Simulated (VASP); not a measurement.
# GaAs (F-43m) in VASP: settings compared

The runs below take GaAs through single point, with LDA, PBE.

Everything below comes from runs of VASP 6.6.1. Logs are shortened: lines on timing, memory, paths and dates and some standing lists are left out, and cuts for length are marked.

## 1. The cell of the first run

The structure is cubic, space group F-43m (No. 216). The conventional cell has a = 5.654 Å, b = 5.654 Å, c = 5.654 Å, α = 90.00°, β = 90.00°, γ = 90.00°. Within 3.2 Å of As (site symmetry -43m) lie 4 Ga at 2.45 Å. Ga (site symmetry -43m) has 4 As at 2.45 Å within 3.2 Å.

## 2. Single point, LDA, non-collinear spin, zero start, spin-orbit coupling

INCAR

```
PREC = Accurate
ENCUT = 520
EDIFF = 1E-7
ISMEAR = -1
SIGMA = 0.05
LREAL = False
LASPH = True
NELM = 150
ALGO = Normal
ISIF = 2
LWAVE = False
LCHARG = True
MAGMOM = 0 0 0 0 0 0
LORBIT = 11
LSORBIT = True
GGA_COMPAT = False
LORBMOM = True
LVHAR = True
NBANDS = 30
```

KPOINTS

```
regular mesh
0
Gamma
  8 8 8
```

POSCAR

```
GaAs
1.0
    0.0000000000      2.8268500000      2.8268500000
    2.8268500000      0.0000000000      2.8268500000
    2.8268500000      2.8268500000      0.0000000000
As Ga
1 1
Direct
    0.7500000000      0.7500000000      0.7500000000
    0.0000000000      0.0000000000      0.0000000000
```

Potentials or basis: VASP PAW LDA potentials, release 64 (As, Ga_d).

Command:

```sh
$ cat potpaw_LDA.64/As/POTCAR potpaw_LDA.64/Ga_d/POTCAR > POTCAR
$ mpirun -np 1 vasp_ncl > vasp.out
```

OUTCAR:

```text
PREC = Accurate
   ENCUT = 520
   EDIFF = 1E-7
   ISMEAR = -1
   LREAL = False
   LASPH = True
   NELM = 150
   ISIF = 2
   LORBIT = 11
   LSORBIT = True

 ion  position               nearest neighbor table
   1  0.750  0.750  0.750-   2 2.45   2 2.45   2 2.45   2 2.45
   2  0.000  0.000  0.000-   1 2.45   1 2.45   1 2.45   1 2.45

  LATTYP: Found a face centered cubic cell.
 ALAT       =     5.6537000000

  Lattice vectors:

 A1 = (   0.0000000000,   2.8268500000,   2.8268500000)
 A2 = (   2.8268500000,   0.0000000000,   2.8268500000)
 A3 = (   2.8268500000,   2.8268500000,   0.0000000000)

Analysis of symmetry for initial positions (statically):
=====================================================================
 Subroutine PRICEL returns:
 Original cell was already a primitive cell.

 Routine SETGRP: Setting up the symmetry group for a
 face centered cubic supercell.

 Subroutine GETGRP returns: Found 24 space group operations
 (whereof 24 operations were pure point group operations)
 out of a pool of 48 trial point group operations.

The static configuration has the point symmetry T_d .

Analysis of symmetry for dynamics (positions and initial velocities):
=====================================================================
 Subroutine PRICEL returns:
 Original cell was already a primitive cell.

 Routine SETGRP: Setting up the symmetry group for a
 face centered cubic supercell.

 Subroutine GETGRP returns: Found 24 space group operations
 (whereof 24 operations were pure point group operations)
 out of a pool of 48 trial point group operations.

The dynamic configuration has the point symmetry T_d .

Analysis of structural, dynamic, and magnetic symmetry:
=====================================================================
 Subroutine PRICEL returns:
 Original cell was already a primitive cell.

 Routine SETGRP: Setting up the symmetry group for a
 face centered cubic supercell.

 Subroutine GETGRP returns: Found 24 space group operations
 (whereof 24 operations were pure point group operations)
 out of a pool of 48 trial point group operations.

The overall configuration has the point symmetry T_d .

 Subroutine INISYM returns: Found 24 space group operations
 (whereof 24 operations are pure point group operations),
 and found     1 'primitive' translations

----------------------------------------------------------------------------------------

                                     Primitive cell

  volume of cell :      45.1792

  direct lattice vectors                    reciprocal lattice vectors
     0.000000000  2.826850000  2.826850000    -0.176875321  0.176875321  0.176875321
     2.826850000  0.000000000  2.826850000     0.176875321 -0.176875321  0.176875321
     2.826850000  2.826850000  0.000000000     0.176875321  0.176875321 -0.176875321

  length of vectors
     3.997769609  3.997769609  3.997769609     0.306357042  0.306357042  0.306357042

  position of ions in fractional coordinates (direct lattice)
     0.750000000  0.750000000  0.750000000
     0.000000000  0.000000000  0.000000000

  ion indices of the primitive-cell ions
   primitive index   ion index
                 1           1
                 2           2

----------------------------------------------------------------------------------------

 KPOINTS: regular mesh

Automatic generation of k-mesh.
 Grid dimensions read from file:
 generate k-points for:    8    8    8

 Generating k-lattice:

  Cartesian coordinates                     Fractional coordinates (reciprocal lattice)
    -0.022109415  0.022109415  0.022109415     0.125000000  0.000000000  0.000000000
     0.022109415 -0.022109415  0.022109415     0.000000000  0.125000000  0.000000000
     0.022109415  0.022109415 -0.022109415     0.000000000  0.000000000  0.125000000

  Length of vectors
     0.038294630  0.038294630  0.038294630

  Shift w.r.t. Gamma in fractional coordinates (k-lattice)
     0.000000000  0.000000000  0.000000000

 Subroutine IBZKPT returns following result:
 ===========================================

 Found     43 irreducible k-points:

 Following reciprocal coordinates:
            Coordinates               Weight
  0.000000  0.000000  0.000000      1.000000
  0.125000  0.000000  0.000000      4.000000
 -0.125000  0.000000  0.000000      4.000000
  0.250000  0.000000  0.000000      4.000000
 -0.250000  0.000000  0.000000      4.000000
  0.375000  0.000000  0.000000      4.000000
[... 16 lines left out ...]
 -0.375000 -0.250000  0.000000     12.000000
[... 25 lines left out ...]
   NFREE  =      0    steps in history (QN), initial steepest desc. (CG)
   ISIF   =      2    stress and relaxation
   ISYM   =      2    0-nonsym 1-usesym 2-fastsym
   POTIM  = 0.5000    time-step for ionic-motion
   TEBEG  =    0.0;   TEEND  =   0.0 temperature during run
   PSTRESS=    0.0 pullay stress
   NELECT =      18.0000    total number of electrons
   NUPDOWN=      -1.0000    fix difference up-down
   EMIN   =  10.00;   EMAX   =-10.00  energy-range for DOS
   EFERMI =   0.00;   METHOD = LEGACY
   ISMEAR =    -1;   SIGMA  =   0.05  broadening in eV -4-tet -1-fermi 0-gaus
   EFERMI_NEDOS =   21; number of points for ismear=-14 and -15
   IALGO  =     38    algorithm
   IMIX   =      4    mixing-type and parameters
     AMIX     =   0.40;   BMIX     =  1.00
     AMIX_MAG =   1.60;   BMIX_MAG =  1.00
  volume/ion in A,a.u.               =      22.59       152.44
  Fermi-wavevector in a.u.,A,eV,Ry     =   1.204628  2.276417 19.743799  1.451128
  Thomas-Fermi vector in A             =   2.340347
   LORBIT       =     11    0 simple, 1 ext, 2 COOP (PROOUT), +10 PAW based schemes
   GGA     = CA    functional components
   LHFCALC =     F    Hartree Fock is set to
   AEXX    =    0.0000 exact exchange contribution
   IVDW    =     0    specifies the selected vdW correction
   LEPSILON=     F    determine dielectric tensor
   LRPA    =     F    only Hartree local field effects (RPA)
  energy-cutoff  :      520.00
  volume of cell :       45.18
 maximum number of plane-waves:      2486
 NGX is ok and might be reduce to    30
   NGX = 15   NGY = 15   NGZ = 15

 number of electron      17.9999995 magnetization      -0.0000000      0.0000000     -0.0000000

 number of electron      17.9999995 magnetization      -0.0000000     -0.0000000     -0.0000000

 number of electron      17.9999995 magnetization       0.0000000      0.0000000      0.0000000

 number of electron      17.9999995 magnetization       0.0000000      0.0000000     -0.0000000

 Free energy of the ion-electron system (eV)
  ---------------------------------------------------
  ext. energy  EPLUGINS =         0.00000000
  ---------------------------------------------------
  free energy    TOTEN  =        -9.65061923 eV

  energy without entropy =       -9.65043207  energy(sigma->0) =       -9.65052565

 E-fermi :   4.0450     XC(G=0):  -9.9118

 val. band max:        3.9149094571   @ k =   0.0000   0.0000   0.0000
 cond. band min:       4.1345180062   @ k =   0.0000   0.0000   0.0000
 fundamental gap:      0.2196085490
 Fermi energy:         4.0450401098

 k-point     1 :       0.0000    0.0000    0.0000
  band No.  band energies     occupation
      1     -11.3734      1.00000
      2     -11.3734      1.00000
      3     -11.3734      1.00000
      4     -11.3734      1.00000
      5     -10.9473      1.00000
      6     -10.9473      1.00000
[... 781 lines left out ...]
     29      15.7806      0.00000
     30      15.7818      0.00000

 [... further k-points ...]

------------------------ aborting loop because EDIFF is reached ----------------------------------------

  FORCE on cell =-STRESS in cart. coord.  units (eV):
  Direction    XX          YY          ZZ          XY          YZ          ZX
  --------------------------------------------------------------------------------------
  -------------------------------------------------------------------------------------
  Total       -0.4566116     -0.4566116     -0.4566116      0.0000000      0.0000000      0.0000000
  in kB      -16.1926990    -16.1926990    -16.1926990      0.0000000      0.0000000      0.0000000
  external PRESSURE =     -16.1926990 kB  Pullay stress =       0.0000000 kB

 VOLUME and BASIS-vectors are now :
 -----------------------------------------------------------------------------
  energy-cutoff  :      520.00
  volume of cell :       45.18
      direct lattice vectors                 reciprocal lattice vectors
     0.000000000  2.826850000  2.826850000    -0.176875321  0.176875321  0.176875321
     2.826850000  0.000000000  2.826850000     0.176875321 -0.176875321  0.176875321
     2.826850000  2.826850000  0.000000000     0.176875321  0.176875321 -0.176875321

 POSITION                                       TOTAL-FORCE (eV/Angst)
 -----------------------------------------------------------------------------------
      4.24027      4.24027      4.24027        -0.000000     -0.000000     -0.000000
      0.00000      0.00000      0.00000         0.000000      0.000000      0.000000
 -----------------------------------------------------------------------------------
    total drift:                                0.000000      0.000000      0.000000

  FREE ENERGIE OF THE ION-ELECTRON SYSTEM (eV)
  ---------------------------------------------------
  free  energy   TOTEN  =        -9.6506192286 eV

  energy  without entropy=       -9.6504320710  energy(sigma->0) =       -9.65052565

 orbital moment (x)

 # of ion     p       d       tot
 ----------------------------------------
  1         0.000  -0.000   0.000
  2         0.000   0.000   0.000
 ----------------------------------------
            0.000   0.000   0.000

 orbital moment (y)

 # of ion     p       d       tot
 ----------------------------------------
  1        -0.000   0.000  -0.000
  2        -0.000  -0.000  -0.000
 ----------------------------------------
           -0.000  -0.000  -0.000

 orbital moment (z)

 # of ion     p       d       tot
 ----------------------------------------
  1        -0.000  -0.000  -0.000
  2        -0.000  -0.000  -0.000
 ----------------------------------------
           -0.000  -0.000  -0.000

 Spin-Orbit-Coupling matrix elements

 Ion:    1  E_soc:     -0.0254783
 l=   1
     0.0000000    -0.0042388    -0.0042388
    -0.0042388     0.0000000    -0.0042388
    -0.0042388    -0.0042388     0.0000000
 l=   2
     0.0000000    -0.0000037     0.0000000    -0.0000037    -0.0000040
    -0.0000037     0.0000000    -0.0000030    -0.0000037    -0.0000010
     0.0000000    -0.0000030     0.0000000    -0.0000030     0.0000000
    -0.0000037    -0.0000037    -0.0000030     0.0000000    -0.0000010
    -0.0000040    -0.0000010     0.0000000    -0.0000010     0.0000000
 l=   3
     0.0000000     0.0000000     0.0000000     0.0000000     0.0000000     0.0000000     0.0000000
     0.0000000     0.0000000     0.0000000     0.0000000     0.0000000     0.0000000     0.0000000
     0.0000000     0.0000000     0.0000000     0.0000000     0.0000000     0.0000000     0.0000000
     0.0000000     0.0000000     0.0000000     0.0000000     0.0000000     0.0000000     0.0000000
     0.0000000     0.0000000     0.0000000     0.0000000     0.0000000     0.0000000     0.0000000
     0.0000000     0.0000000     0.0000000     0.0000000     0.0000000     0.0000000     0.0000000
     0.0000000     0.0000000     0.0000000     0.0000000     0.0000000     0.0000000     0.0000000

 Ion:    2  E_soc:     -0.0124841
 l=   1
     0.0000000    -0.0012337    -0.0012337
    -0.0012337     0.0000000    -0.0012337
    -0.0012337    -0.0012337     0.0000000
 l=   2
     0.0000000    -0.0001681     0.0000000    -0.0001681    -0.0006788
    -0.0001681     0.0000000    -0.0005091    -0.0001681    -0.0001697
     0.0000000    -0.0005091     0.0000000    -0.0005091     0.0000000
    -0.0001681    -0.0001681    -0.0005091     0.0000000    -0.0001697
    -0.0006788    -0.0001697     0.0000000    -0.0001697     0.0000000
 l=   3
     0.0000000     0.0000000     0.0000000     0.0000000     0.0000000     0.0000000     0.0000000
     0.0000000     0.0000000     0.0000000     0.0000000     0.0000000     0.0000000     0.0000000
     0.0000000     0.0000000     0.0000000     0.0000000     0.0000000     0.0000000     0.0000000
     0.0000000     0.0000000     0.0000000     0.0000000     0.0000000     0.0000000     0.0000000
     0.0000000     0.0000000     0.0000000     0.0000000     0.0000000     0.0000000     0.0000000
     0.0000000     0.0000000     0.0000000     0.0000000     0.0000000     0.0000000     0.0000000
     0.0000000     0.0000000     0.0000000     0.0000000     0.0000000     0.0000000     0.0000000

 total charge

# of ion       s       p       d       tot
------------------------------------------
    1        1.218   1.594   0.031   2.842
    2        0.894   0.806   9.993  11.693
--------------------------------------------------
tot          2.112   2.400  10.024  14.536

 magnetization (x)

# of ion       s       p       d       tot
------------------------------------------
    1       -0.000   0.000   0.000   0.000
    2       -0.000   0.000   0.000  -0.000
--------------------------------------------------
tot         -0.000   0.000   0.000  -0.000

 magnetization (y)

# of ion       s       p       d       tot
------------------------------------------
    1        0.000   0.000   0.000   0.000
    2        0.000   0.000   0.000   0.000
--------------------------------------------------
tot          0.000   0.000   0.000   0.000

 magnetization (z)

# of ion       s       p       d       tot
------------------------------------------
    1       -0.000   0.000   0.000   0.000
    2       -0.000  -0.000   0.000  -0.000
--------------------------------------------------
tot         -0.000   0.000   0.000  -0.000
```

Run time: 1.9 min. Hardware: 1 thread of Intel Xeon Platinum 8488C (Sapphire Rapids), shared host; peak memory 0.28 GiB.

Results:

* Free energy: -9.6506 eV
* Pressure: -1.6 GPa
* Net moment: 0.00 μB per cell
* Valence electrons inside the program's atomic spheres: As 2.84; Ga 11.69

Moments on the atoms (μB; x, y, z):
```
As  0.00 0.00 0.00
Ga  0.00 0.00 0.00
```

## 3. Single point, PBE

INCAR

```
ALGO = Normal ; EDIFF = 1E-6
ENCUT = 500 ; GGA = PE
GGA_COMPAT = F ; ISIF = 2
ISMEAR = 0 ; LASPH = T
LCHARG = F ; LREAL = F
LWAVE = F ; NBANDS = 16
NELM = 120 ; PREC = Accurate
SIGMA = 0.01
```

KPOINTS

```
k-points
0
Gamma
  6 6 6
```

POSCAR is that of step 2.

Potentials or basis: VASP PAW PBE potentials, release 64 (As, Ga_d).

Command:

```sh
$ cat potpaw_PBE.64/As/POTCAR potpaw_PBE.64/Ga_d/POTCAR > POTCAR
$ mpirun -np 1 vasp_std > vasp.out
```

It took 28 s on 1 thread of Intel Xeon 8259CL, shared host; peak memory 0.17 GiB.

Results (log left out):

```
Free energy            : -8.2269 eV
Pressure               : 3.4 GPa
Band gap on the k mesh : 0.52 eV, direct
```

Levels at points of the mesh, in eV from the valence-band top:
```tsv
k point	band 7	band 8	band 9	band 10	band 11	band 12
(0.00, 0.00, 0.00)	0.00	0.00	0.00	0.52	3.72	3.72
(0.50, 0.00, 0.00)	-6.64	-1.14	-1.14	1.00	4.63	4.63
(0.50, 0.50, 0.00)	-6.82	-2.68	-2.68	1.46	1.65	10.16
```

A k mesh can miss the band edges. As with any semilocal functional, this PBE gap is likely too small.

## 4. Single point, PBE

INCAR

```
SYSTEM = GaAs
ALGO     = Normal         ! electronic algorithm
EDIFF    = 1E-6           ! SCF threshold, eV
ENCUT    = 500            ! plane-wave cutoff, eV
GGA      = PE             ! functional
GGA_COMPAT= .False.      
ISIF     = 2              ! what is computed and relaxed
ISMEAR   = -1             ! smearing method
LASPH    = .True.         ! aspherical terms in the spheres
LCHARG   = .False.        ! write CHGCAR
LREAL    = .False.        ! projectors in reciprocal space
LWAVE    = .False.        ! write WAVECAR
NBANDS   = 16             ! bands
NELM     = 120            ! most SCF steps
PREC     = Accurate       ! precision mode
SIGMA    = 0.02           ! smearing width, eV
```

KPOINTS

```
k-points
0
Gamma
  8 8 8
  0 0 0
```

POSCAR is that of step 3.

Command:

```sh
$ cat potpaw_PBE.64/As/POTCAR potpaw_PBE.64/Ga_d/POTCAR > POTCAR
$ mpirun -np 1 vasp_std > vasp.out
```

Wall time 37 s (1 thread of Intel Xeon 8259CL, shared host); peak memory 0.18 GiB.

The run converged. Its results:

* Free energy: -8.2470 eV
* Pressure: 3.4 GPa
* Band gap on the k mesh: 0.52 eV, direct

Levels at points of the mesh, in eV from the valence-band top:
```
           k point  band 6  band 7  band 8  band 9  band 10  band 11  band 12  band 13
(0.00, 0.00, 0.00)  -12.73    0.00    0.00    0.00     0.52     3.73     3.73     3.73
(0.50, 0.00, 0.00)  -10.96   -6.64   -1.14   -1.14     1.00     4.63     4.63     7.75
(0.50, 0.50, 0.00)  -10.22   -6.82   -2.68   -2.68     1.46     1.65    10.17    10.17
```

## 5. Summary

```csv
level,potentials or basis,spin,k mesh,cutoff (eV),smearing,gap on the mesh (eV),pressure (GPa)
LDA,"VASP PAW LDA potentials, release 64 (As, Ga_d)","non-collinear, zero start, SOC",8 × 8 × 8,520,fermi-dirac 0.05 eV,-,-1.6
PBE,"VASP PAW PBE potentials, release 64 (As, Ga_d)",off,6 × 6 × 6,500,gaussian 0.01 eV,0.52,3.4
PBE,"VASP PAW PBE potentials, release 64 (As, Ga_d)",off,8 × 8 × 8,500,fermi-dirac 0.02 eV,0.52,3.4
```

Alike in all rows: task single point; cell as given.

Absolute energies hang on the potentials; compare differences alone.
